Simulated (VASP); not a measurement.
# C in VASP: a series of runs, part 3 of 3

VASP 6.6.1. The steps go on from the part before.

### 5 Relaxation of shape and atoms at fixed volume, PBE+D3(BJ) (volume scaled by 0.97)

INCAR reads:

```
SYSTEM = C
PREC = Accurate
ENCUT = 600
EDIFF = 1E-6
ISMEAR = 0
SIGMA = 0.1
LREAL = .False.
LASPH = .True.
NELM = 80
ALGO = Normal
ISIF = 4
LWAVE = .False.
LCHARG = .False.
GGA = PE
IVDW = 12
IBRION = 2
NSW = 50
EDIFFG = -0.01
```

KPOINTS reads:

```
regular mesh
0
Gamma
  18 18 2
  0 0 0
```

POSCAR reads:

```
C
1.0
    2.4399845076      0.0000000000      0.0000000000
   -1.2199922538      2.1130885684      0.0000000000
    0.0000000000      0.0000000000     20.3979376863
C
12
Direct
    0.6666666667      0.3333333333      0.9519899859
    0.6666666667      0.3333333333      0.4520101788
    0.6666666667      0.3333333333      0.7793231513
    0.6666666667      0.3333333333      0.2793433441
    0.0000000000      0.0000000000      0.6156666650
    0.3333333333      0.6666666667      0.2793231513
    0.0000000000      0.0000000000      0.1156666650
    0.6666666667      0.3333333333      0.6156666650
    0.3333333333      0.6666666667      0.7793433441
    0.3333333333      0.6666666667      0.1156666650
    0.3333333333      0.6666666667      0.4519899859
    0.3333333333      0.6666666667      0.9520101788
```

Potentials or basis: VASP PAW PBE potentials, release 64 (C).

Launch:

```console
$ cat potpaw_PBE.64/C/POTCAR > POTCAR
$ mpirun -np 1 vasp_std > vasp.out
```

OUTCAR:

```text
SYSTEM = C
   PREC = Accurate
   ENCUT = 600
   EDIFF = 1E-6
   ISMEAR = 0
   LREAL = .False.
   LASPH = .True.
   NELM = 80
   ISIF = 4
   GGA = PE
   IVDW = 12
   IBRION = 2
   NSW = 50
   EDIFFG = -0.01
 IVDW          = 12

 ion  position               nearest neighbor table
   1  0.667  0.333  0.952-  12 1.41  12 1.41  12 1.41
   2  0.667  0.333  0.452-  11 1.41  11 1.41  11 1.41
   3  0.667  0.333  0.779-   9 1.41   9 1.41   9 1.41
   4  0.667  0.333  0.279-   6 1.41   6 1.41   6 1.41
   5  0.000  0.000  0.616-   8 1.41   8 1.41   8 1.41
   6  0.333  0.667  0.279-   4 1.41   4 1.41   4 1.41
   7  0.000  0.000  0.116-  10 1.41  10 1.41  10 1.41
   8  0.667  0.333  0.616-   5 1.41   5 1.41   5 1.41
   9  0.333  0.667  0.779-   3 1.41   3 1.41   3 1.41
  10  0.333  0.667  0.116-   7 1.41   7 1.41   7 1.41
  11  0.333  0.667  0.452-   2 1.41   2 1.41   2 1.41
  12  0.333  0.667  0.952-   1 1.41   1 1.41   1 1.41

  LATTYP: Found a hexagonal cell.
 ALAT       =     2.4399845076
 C/A-ratio  =     8.3598636068

  Lattice vectors:

 A1 = (   2.4399845076,   0.0000000000,   0.0000000000)
 A2 = (  -1.2199922538,   2.1130885684,   0.0000000000)
 A3 = (   0.0000000000,   0.0000000000,  20.3979376863)

Analysis of symmetry for initial positions (statically):
=====================================================================
 Subroutine PRICEL returns:
 Original cell was already a primitive cell.

 Routine SETGRP: Setting up the symmetry group for a
 hexagonal supercell.

 Subroutine GETGRP returns: Found 24 space group operations
 (whereof  6 operations were pure point group operations)
 out of a pool of 24 trial point group operations.

The static configuration has the point symmetry C_3v.
 The point group associated with its full space group is D_6h.

Analysis of symmetry for dynamics (positions and initial velocities):
=====================================================================
 Subroutine PRICEL returns:
 Original cell was already a primitive cell.

 Routine SETGRP: Setting up the symmetry group for a
 hexagonal supercell.

[... 127 lines left out ...]
   EDIFFG = -.1E-01   stopping-criterion for IOM
   NSW    =     50    number of steps for IOM
   IBRION =      2    ionic relax: 0-MD 1-quasi-New 2-CG
   NFREE  =      1    steps in history (QN), initial steepest desc. (CG)
   ISIF   =      4    stress and relaxation
   ISYM   =      2    0-nonsym 1-usesym 2-fastsym
   POTIM  = 0.5000    time-step for ionic-motion
   TEBEG  =    0.0;   TEEND  =   0.0 temperature during run
   PSTRESS=    0.0 pullay stress
   NELECT =      48.0000    total number of electrons
   NUPDOWN=      -1.0000    fix difference up-down
   EMIN   =  10.00;   EMAX   =-10.00  energy-range for DOS
   EFERMI =   0.00;   METHOD = LEGACY
   ISMEAR =     0;   SIGMA  =   0.10  broadening in eV -4-tet -1-fermi 0-gaus
   EFERMI_NEDOS =   21; number of points for ismear=-14 and -15
   IALGO  =     38    algorithm
   IMIX   =      4    mixing-type and parameters
     AMIX     =   0.40;   BMIX     =  1.00
     AMIX_MAG =   1.60;   BMIX_MAG =  1.00
  volume/ion in A,a.u.               =       8.76        59.14
  Fermi-wavevector in a.u.,A,eV,Ry     =   1.260448  2.381901 21.615969  1.588729
  Thomas-Fermi vector in A             =   2.393957
   LORBIT       =      0    0 simple, 1 ext, 2 COOP (PROOUT), +10 PAW based schemes
   GGA     = PE    functional components
   LHFCALC =     F    Hartree Fock is set to
   AEXX    =    0.0000 exact exchange contribution
   IVDW    =    12    specifies the selected vdW correction
   LEPSILON=     F    determine dielectric tensor
   LRPA    =     F    only Hartree local field effects (RPA)
 conjugate gradient relaxation of ions
 non-spin polarized calculation
 Gauss-broadening in eV      SIGMA  =   0.10
  energy-cutoff  :      600.00
  volume of cell :      105.17
 maximum number of plane-waves:      3570
 NGX is ok and might be reduce to    20
   NGX =  9   NGY =  9   NGZ = 81

--------------------------------------- Ionic step        1  -------------------------------------------

 number of electron      47.9999997 magnetization

 Free energy of the ion-electron system (eV)
  ---------------------------------------------------
  ext. energy  EPLUGINS =         0.00000000
  ---------------------------------------------------
  free energy    TOTEN  =      -110.45383404 eV

  energy without entropy =     -110.45244075  energy(sigma->0) =     -110.45313740

------------------------ aborting loop because EDIFF is reached ----------------------------------------

 Edisp (eV)   -1.84750

 E8    (eV) :    -0.5226
[... 91 lines left out ...]
--------------------------------------- Ionic step        3  -------------------------------------------

 number of electron      47.9999997 magnetization

 Free energy of the ion-electron system (eV)
  ---------------------------------------------------
  ext. energy  EPLUGINS =         0.00000000
  ---------------------------------------------------
  free energy    TOTEN  =      -110.49905359 eV

  energy without entropy =     -110.49766533  energy(sigma->0) =     -110.49835946

 E-fermi :   4.7371     XC(G=0): -10.3608

 val. band max:        4.7365690249   @ k =   0.3333   0.3333   0.0000
 cond. band min:       4.7467251371   @ k =   0.3333   0.3333   0.5000
 fundamental gap:      0.0101561122
 Fermi energy:         4.7370546094

 k-point     1 :       0.0000    0.0000    0.0000
  band No.  band energies     occupation
      1     -14.9310      2.00000
      2     -14.8740      2.00000
      3     -14.8357      2.00000
      4     -14.7162      2.00000
      5     -14.6723      2.00000
      6     -14.6093      2.00000
[... 805 lines left out ...]
     30       7.4794      0.00000
     31      13.2115      0.00000

 [... further k-points ...]

------------------------ aborting loop because EDIFF is reached ----------------------------------------

 Edisp (eV)   -1.89059

 E8    (eV) :    -0.5362
[... 35 lines left out ...]
  FREE ENERGIE OF THE ION-ELECTRON SYSTEM (eV)
  ---------------------------------------------------
  free  energy   TOTEN  =      -112.3896409866 eV

  energy  without entropy=     -112.3882527241  energy(sigma->0) =     -112.38894686

 reached required accuracy - stopping structural energy minimisation
```

OSZICAR:

```text
N       E                     dE             d eps       ncg     rms          rms(c)
DAV:   1     0.231807610967E+03    0.23181E+03   -0.26946E+04  4588   0.161E+03
DAV:   2    -0.101744299852E+03   -0.33355E+03   -0.31856E+03  6196   0.310E+02
DAV:   3    -0.117986193342E+03   -0.16242E+02   -0.16115E+02  5365   0.708E+01
DAV:   4    -0.118276429809E+03   -0.29024E+00   -0.28976E+00  5564   0.106E+01
[... 23 lines left out ...]
DAV:   3    -0.110499065703E+03    0.57441E-02   -0.17731E-02  5365   0.595E-01    0.793E-02
DAV:   4    -0.110499105025E+03   -0.39323E-04   -0.78206E-04  5358   0.134E-01    0.288E-02
DAV:   5    -0.110499050778E+03    0.54247E-04   -0.14712E-04  5498   0.570E-02    0.454E-03
DAV:   6    -0.110499052926E+03   -0.21481E-05   -0.50236E-06  4817   0.119E-02    0.360E-03
DAV:   7    -0.110499053594E+03   -0.66824E-06   -0.10429E-06  4076   0.579E-03
   3 F= -.11238964E+03 E0= -.11238895E+03  d E =-.883112E-01
```

Run time: 11 min. Hardware: 1 thread of Oxide Virtual Turin-like, shared host; peak memory 0.34 GiB.

Results:

```yaml
Free_energy: -112.3896 eV
Energy_gained_by_relaxing: 7.4 meV/atom
Ionic_steps: 3
Pressure_after_relaxing: 0.8 GPa
Band_gap_on_the_k_mesh: zero (filled and empty bands touch)
Dispersion_energy_per_atom: -0.158 eV
```

Forces in eV/Å, atoms in the order of the input:
```
C    0.000  0.000 -0.003
C    0.000  0.000  0.002
C    0.000  0.000 -0.002
C    0.000  0.000  0.003
C    0.000  0.000  0.000
C    0.000  0.000 -0.002
C    0.000  0.000  0.000
C    0.000  0.000  0.000
C    0.000  0.000  0.003
C    0.000  0.000  0.000
C    0.000  0.000 -0.003
C    0.000  0.000  0.002
```

Step by step:
```csv
step,energy change (eV),largest force (eV/Å),pressure (GPa),volume (Å³)
1,0.0000,0.0017,9.33,105.17
2,-0.0806,0.0034,-1.61,105.17
3,-0.0883,0.0030,0.81,105.17
```

Final structure:
```xyz
12
Lattice="2.4636 0.0000 0.0000 -1.2318 2.1335 0.0000 0.0000 0.0000 20.0092" Properties=species:S:1:pos:R:3 pbc="T T T"
C     1.2318    0.7112   19.0485
C     1.2318    0.7112    9.0443
C     1.2318    0.7112   15.5936
C     1.2318    0.7112    5.5895
C     0.0000    0.0000   12.3190
C     0.0000    1.4223    5.5891
C     0.0000    0.0000    2.3144
C     1.2318    0.7112   12.3190
C     0.0000    1.4223   15.5941
C     0.0000    1.4223    2.3144
C     0.0000    1.4223    9.0439
C     0.0000    1.4223   19.0489
```

Levels at points of the mesh, in eV from the Fermi level:
```csv
k point,band 20,band 21,band 22,band 23,band 24,band 25,band 26,band 27,band 28,band 29
"(0.00, 0.00, 0.00)",-2.99,-2.99,-2.99,-2.99,-2.99,4.34,5.48,5.82,8.33,8.34
"(0.50, 0.00, 0.00)",-2.65,-2.57,-2.23,-2.05,-1.92,1.29,1.30,1.63,1.92,2.06
"(0.00, 0.00, 0.50)",-3.00,-2.99,-2.99,-2.99,-2.99,4.68,4.68,7.04,7.04,8.34
"(0.50, 0.00, 0.50)",-2.79,-2.38,-2.38,-1.96,-1.96,1.29,1.29,1.74,1.74,2.23
```

Caveat: the cell differs from its parent crystal (volume scaled by 0.97).

### 6 Summary

```csv
task,cell,k mesh,cutoff (eV),gap on the mesh (eV),pressure (GPa)
single point,"a = 2.456, b = 2.456, c = 29.492 Å, angles 90.0, 90.0, 120.0°, 12 atoms",12 × 12 × 1,520,-,2.4
relaxation of cell and atoms,"relaxed from a = 2.465, b = 2.465, c = 20.606 Å, angles 90.0, 90.0, 120.0°, 12 atoms",18 × 18 × 2,600,none,0.0
relaxation of shape and atoms at fixed volume,"relaxed from a = 2.437, b = 2.437, c = 19.816 Å, angles 90.0, 90.0, 120.0°, 12 atoms",18 × 18 × 2,600,none,2.4
relaxation of shape and atoms at fixed volume,"relaxed from a = 2.440, b = 2.440, c = 20.398 Å, angles 90.0, 90.0, 120.0°, 12 atoms",18 × 18 × 2,600,none,0.8
```

Alike in all rows: level PBE+D3(BJ); potentials or basis VASP PAW PBE potentials, release 64 (C); no spin polarisation; smearing gaussian 0.1 eV.

Caveats: pairwise dispersion overbinds metals, which lowers pressure and volume (some runs).

Absolute energies hang on the potentials; compare differences alone.
